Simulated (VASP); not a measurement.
Runs of VASP 6.6.1 on MoS2. The structure is that of space group P6_3/mmc (No. 194), or close to it. The cells are those of the table. 

```csv
task,cell,gap on the mesh (eV),pressure (GPa),largest force (eV/Å)
single point,"a = 3.161, b = 3.161, c = 12.541 Å, angles 90.0, 90.0, 120.0°, 6 atoms",1.06,5.2,0.58
electric field gradients,"a = 3.118, b = 3.118, c = 12.129 Å, angles 90.0, 90.0, 120.0°, 6 atoms",(a),16.5,(c)
single point,"a = 3.129, b = 3.129, c = 12.295 Å, angles 90.0, 90.0, 120.0°, 6 atoms",1.00,(b),1.45
single point,"a = 3.161, b = 3.161, c = 12.172 Å, angles 90.0, 90.0, 120.0°, 6 atoms",0.75,10.6,1.52
single point,"a = 3.224, b = 3.224, c = 12.295 Å, angles 90.0, 90.0, 120.0°, 6 atoms",0.64,2.6,0.75
electric field gradients,"a = 3.161, b = 3.161, c = 12.541 Å, angles 90.0, 90.0, 120.0°, 6 atoms",1.06,5.2,0.58
single point,"a = 3.182, b = 3.182, c = 12.376 Å, angles 90.0, 90.0, 120.0°, 6 atoms",0.88,5.4,0.84
```

Alike in all rows: level PBE; potentials or basis VASP PAW PBE potentials, release 64 (Mo_sv, S); no spin polarisation; k mesh 10 × 10 × 3; cutoff (eV) 520; smearing fermi-dirac 0.03 eV.

Task: Fill in the values left out.

Result: (a) 0.89; (b) 12.3; (c) 2.00.

Caveats: this functional lacks dispersion, which binds the layers, so the pressure and a relaxed spacing across them are unreliable; forces of over 1 eV/Å act on the atoms, so gaps and moduli don't describe the material at rest (some runs).

A k mesh can miss the band edges, and the runs leave out spin-orbit coupling on Mo.
